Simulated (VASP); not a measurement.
# TiAl (P1) in VASP: single point with PBE

Aim: the single point of TiAl with PBE.

Everything below comes from runs of VASP 6.6.1. Logs are shortened: lines on timing, memory, paths and dates and some standing lists are left out, and cuts for length are marked.

## (1) The cell of the first run

The typed cell holds 2 atoms: a = 3.096 Å, b = 3.119 Å, c = 3.094 Å, α = 89.98°, β = 90.18°, γ = 89.91°.

## (2) Single point, PBE (atoms moved at random and the cell strained at random)

INCAR reads:

```
PREC = Accurate
ENCUT = 520
EDIFF = 1E-6
ISMEAR = 0
SIGMA = 0.1
LREAL = F
LASPH = T
NELM = 100
ALGO = Fast
ISIF = 2
LWAVE = F
LCHARG = F
GGA = PE
NBANDS = 14
```

KPOINTS reads:

```
regular mesh
0
Gamma
  12 12 12
```

POSCAR reads:

```
TiAl
1.0
    3.0956135700      0.0024160886     -0.0047368054
    0.0024160886      3.1186299934      0.0004768596
   -0.0047368054      0.0004768596      3.0939604567
Ti Al
1 1
Direct
    0.0102420083      0.0128654220      0.0268160691
    0.4897579917      0.4871345780      0.4731839309
```

Potentials or basis: VASP PAW PBE potentials, release 64 (Ti_sv, Al).

Launch:

```sh
$ cat potpaw_PBE.64/Ti_sv/POTCAR potpaw_PBE.64/Al/POTCAR > POTCAR
$ mpirun -np 1 vasp_std > vasp.out
```

OUTCAR:

```text
PREC = Accurate
   ENCUT = 520
   EDIFF = 1E-6
   ISMEAR = 0
   LREAL = F
   LASPH = T
   NELM = 100
   ISIF = 2
   GGA = PE

 ion  position               nearest neighbor table
   1  0.010  0.013  0.027-   2 2.51   2 2.59   2 2.60   2 2.69   2 2.71   2 2.77   2 2.80   2 2.87

   2  0.490  0.487  0.473-   1 2.51   1 2.59   1 2.60   1 2.69   1 2.71   1 2.77   1 2.80   1 2.87

  LATTYP: Found a triclinic cell.
 ALAT       =     4.3699920264
 B/A-ratio  =     0.7080022345
 C/A-ratio  =     0.7136468321
 COS(alpha) =     0.0003058462
 COS(beta)  =     0.0013180566
 COS(gamma) =     0.7058338648

  Lattice vectors:

 A1 = (  -3.0908767646,  -0.0028929482,  -3.0892236513)
 A2 = (   0.0047368054,  -0.0004768596,  -3.0939604567)
 A3 = (  -0.0024160886,  -3.1186299934,  -0.0004768596)

Analysis of symmetry for initial positions (statically):
=====================================================================
 Subroutine PRICEL returns:
 Original cell was already a primitive cell.

 Routine SETGRP: Setting up the symmetry group for a
 triclinic supercell.

 Subroutine GETGRP returns: Found  1 space group operations
 (whereof  1 operations were pure point group operations)
 out of a pool of  2 trial point group operations.

The static configuration has the point symmetry C_1 .

Analysis of symmetry for dynamics (positions and initial velocities):
=====================================================================
 Subroutine PRICEL returns:
 Original cell was already a primitive cell.

 Routine SETGRP: Setting up the symmetry group for a
 triclinic supercell.

 Subroutine GETGRP returns: Found  1 space group operations
 (whereof  1 operations were pure point group operations)
 out of a pool of  2 trial point group operations.

The dynamic configuration has the point symmetry C_1 .

 Subroutine INISYM returns: Found  1 space group operations
 (whereof  1 operations are pure point group operations),
 and found     1 'primitive' translations

----------------------------------------------------------------------------------------

                                     Primitive cell

  volume of cell :      29.8692

  direct lattice vectors                    reciprocal lattice vectors
     3.095613570  0.002416089 -0.004736805     0.323038688 -0.000250343  0.000494606
     0.002416089  3.118629993  0.000476860    -0.000250343  0.320653823 -0.000049804
[... 90 lines left out ...]
   NFREE  =      0    steps in history (QN), initial steepest desc. (CG)
   ISIF   =      2    stress and relaxation
   ISYM   =      2    0-nonsym 1-usesym 2-fastsym
   POTIM  = 0.5000    time-step for ionic-motion
   TEBEG  =    0.0;   TEEND  =   0.0 temperature during run
   PSTRESS=    0.0 pullay stress
   NELECT =      15.0000    total number of electrons
   NUPDOWN=      -1.0000    fix difference up-down
   EMIN   =  10.00;   EMAX   =-10.00  energy-range for DOS
   EFERMI =   0.00;   METHOD = LEGACY
   ISMEAR =     0;   SIGMA  =   0.10  broadening in eV -4-tet -1-fermi 0-gaus
   EFERMI_NEDOS =   21; number of points for ismear=-14 and -15
   IALGO  =     68    algorithm
   IMIX   =      4    mixing-type and parameters
     AMIX     =   0.40;   BMIX     =  1.00
     AMIX_MAG =   1.60;   BMIX_MAG =  1.00
  volume/ion in A,a.u.               =      14.93       100.78
  Fermi-wavevector in a.u.,A,eV,Ry     =   1.301259  2.459024 23.038421  1.693276
  Thomas-Fermi vector in A             =   2.432405
   LORBIT       =      0    0 simple, 1 ext, 2 COOP (PROOUT), +10 PAW based schemes
   GGA     = PE    functional components
   LHFCALC =     F    Hartree Fock is set to
   AEXX    =    0.0000 exact exchange contribution
   IVDW    =     0    specifies the selected vdW correction
   LEPSILON=     F    determine dielectric tensor
   LRPA    =     F    only Hartree local field effects (RPA)
 non-spin polarized calculation
 RMM-DIIS sequential band-by-band and
 Gauss-broadening in eV      SIGMA  =   0.10
  energy-cutoff  :      520.00
  volume of cell :       29.87
 maximum number of plane-waves:       840
   NGX = 11   NGY = 11   NGZ = 11

 number of electron      14.9999996 magnetization

 Free energy of the ion-electron system (eV)
  ---------------------------------------------------
  ext. energy  EPLUGINS =         0.00000000
  ---------------------------------------------------
  free energy    TOTEN  =       -11.88559958 eV

  energy without entropy =      -11.87359794  energy(sigma->0) =      -11.87959876

 E-fermi :   9.5515     XC(G=0): -11.3945

 val. band max:        9.5509438112   @ k =  -0.4167   0.4167   0.2500
 cond. band min:       9.5518951178   @ k =   0.2500   0.2500   0.3333
 fundamental gap:      0.0009513067
 Fermi energy:         9.5515291534

 k-point     1 :       0.0000    0.0000    0.0000
  band No.  band energies     occupation
      1     -47.1800      2.00000
      2     -23.3890      2.00000
      3     -23.3778      2.00000
      4     -23.3666      2.00000
      5      -0.0215      2.00000
      6       7.8955      2.00000
      7       7.9214      2.00000
      8      11.4471      0.00000
      9      11.5239      0.00000
     10      11.5601      0.00000
     11      14.2611      0.00000
     12      14.4633      0.00000
     13      14.5368      0.00000
     14      18.7993      0.00000
[... 377 lines left out ...]
      1     -47.1593      2.00000
      2     -23.5416      2.00000
      3     -23.4235      2.00000
      4     -23.3506      2.00000
      5       2.1546      2.00000
      6       6.4126      2.00000
      7       8.4070      2.00000
      8       9.5578      0.92986
      9      10.2241      0.00000
     10      11.2508      0.00000
     11      12.7831      0.00000
     12      15.2607      0.00000
     13      17.5384      0.00000
     14      18.1458      0.00000

 [... further k-points ...]
[... 5 lines left out ...]
  --------------------------------------------------------------------------------------
  -------------------------------------------------------------------------------------
  Total        2.3520028      2.4070452      2.0486843      0.0768054      0.2497350      0.2514093
  in kB      126.1607761    129.1132352    109.8908595      4.1198204     13.3957141     13.4855238
  external PRESSURE =     121.7216236 kB  Pullay stress =       0.0000000 kB

 VOLUME and BASIS-vectors are now :
 -----------------------------------------------------------------------------
  energy-cutoff  :      520.00
  volume of cell :       29.87
      direct lattice vectors                 reciprocal lattice vectors
     3.095613570  0.002416089 -0.004736805     0.323038688 -0.000250343  0.000494606
     0.002416089  3.118629993  0.000476860    -0.000250343  0.320653823 -0.000049804
    -0.004736805  0.000476860  3.093960457     0.000494606 -0.000049804  0.323211101

 POSITION                                       TOTAL-FORCE (eV/Angst)
 -----------------------------------------------------------------------------------
      0.03161      0.04016      0.08293        -0.544282     -0.676132     -1.329371
      1.51504      1.52060      1.46192         0.544282      0.676132      1.329371
 -----------------------------------------------------------------------------------
    total drift:                                0.000045     -0.000017     -0.000089

  FREE ENERGIE OF THE ION-ELECTRON SYSTEM (eV)
  ---------------------------------------------------
  free  energy   TOTEN  =       -11.8855995828 eV

  energy  without entropy=      -11.8735979438  energy(sigma->0) =      -11.87959876
```

OSZICAR:

```text
N       E                     dE             d eps       ncg     rms          rms(c)
DAV:   1     0.993685183660E+02    0.99369E+02   -0.67987E+03 24316   0.112E+03
DAV:   2    -0.730650568392E+01   -0.10668E+03   -0.10239E+03 24832   0.310E+02
DAV:   3    -0.132321277706E+02   -0.59256E+01   -0.57488E+01 38210   0.663E+01
[... 15 lines left out ...]
RMM:  19    -0.118855939204E+02   -0.32345E-05   -0.31983E-05 33773   0.275E-02    0.155E-03
RMM:  20    -0.118855964311E+02   -0.25107E-05   -0.24557E-05 30755   0.188E-02    0.132E-03
RMM:  21    -0.118855978184E+02   -0.13873E-05   -0.13338E-05 27395   0.144E-02    0.162E-03
RMM:  22    -0.118855989195E+02   -0.11011E-05   -0.11161E-05 25877   0.121E-02    0.217E-03
RMM:  23    -0.118855995828E+02   -0.66329E-06   -0.66843E-06 24035   0.104E-02
   1 F= -.11885600E+02 E0= -.11879599E+02  d E =-.120016E-01
```

stdout:

```text
POSCAR found type information on POSCAR TiAl
 POSCAR found :  2 types and       2 ions
 scaLAPACK will be used
 LDA part: xc-table for (Slater+PW92), standard interpolation
 POSCAR, INCAR and KPOINTS ok, starting setup
 FFT: planning ... GRIDC
 FFT: planning ... GRID_SOFT
 FFT: planning ... GRID
 WAVECAR not read
 entering main loop
WARNING in EDDRMM: call to ZHEGV failed, returncode =   8  4      6
WARNING in EDDRMM: call to ZHEGV failed, returncode =   8  4      8
WARNING in EDDRMM: call to ZHEGV failed, returncode =   8  4      6
WARNING in EDDRMM: call to ZHEGV failed, returncode =   6  3      6
WARNING in EDDRMM: call to ZHEGV failed, returncode =   6  3      5
WARNING in EDDRMM: call to ZHEGV failed, returncode =   6  3     12
WARNING in EDDRMM: call to ZHEGV failed, returncode =   6  3      6
WARNING in EDDRMM: call to ZHEGV failed, returncode =   6  3      8
WARNING in EDDRMM: call to ZHEGV failed, returncode =   6  3     11
WARNING in EDDRMM: call to ZHEGV failed, returncode =   6  3      6
WARNING in EDDRMM: call to ZHEGV failed, returncode =   8  4      8
```

Wall time 2.9 min (1 thread of Intel Xeon 6975P-C (Granite Rapids), shared host); peak memory 0.46 GiB.

Results:

* Free energy: -11.8856 eV
* Pressure: 12.2 GPa
* Largest force: 1.588 eV/Å

Forces on the atoms (eV/Å):
```
Ti  -0.544 -0.676 -1.329
Al   0.544  0.676  1.329
```

Levels at points of the mesh, in eV from the Fermi level:
| k point | band 5 | band 6 | band 7 | band 8 | band 9 | band 10 |
| --- | --- | --- | --- | --- | --- | --- |
| (0.00, 0.00, 0.00) | -9.57 | -1.66 | -1.63 | 1.90 | 1.97 | 2.01 |
| (0.50, 0.00, 0.00) | -6.09 | -5.37 | -0.66 | 0.08 | 0.23 | 2.19 |
| (0.00, 0.50, 0.00) | -6.17 | -5.38 | -0.68 | 0.16 | 0.24 | 2.21 |
| (0.50, 0.50, 0.00) | -5.23 | -2.18 | -2.11 | -1.49 | 0.81 | 0.84 |
| (0.00, 0.00, 0.50) | -6.11 | -5.36 | -0.67 | 0.13 | 0.22 | 2.17 |
| (0.50, 0.00, 0.50) | -5.15 | -2.17 | -2.09 | -1.43 | 0.67 | 0.73 |
| (0.00, 0.50, 0.50) | -5.20 | -2.21 | -2.13 | -1.45 | 0.73 | 0.79 |
| (0.50, 0.50, 0.50) | -3.33 | -3.30 | -3.29 | 1.06 | 3.06 | 3.09 |

Caveat: the cell differs from its parent crystal (atoms moved at random and the cell strained at random); forces of over 1 eV/Å act on the atoms, so gaps and moduli don't describe the material at rest.
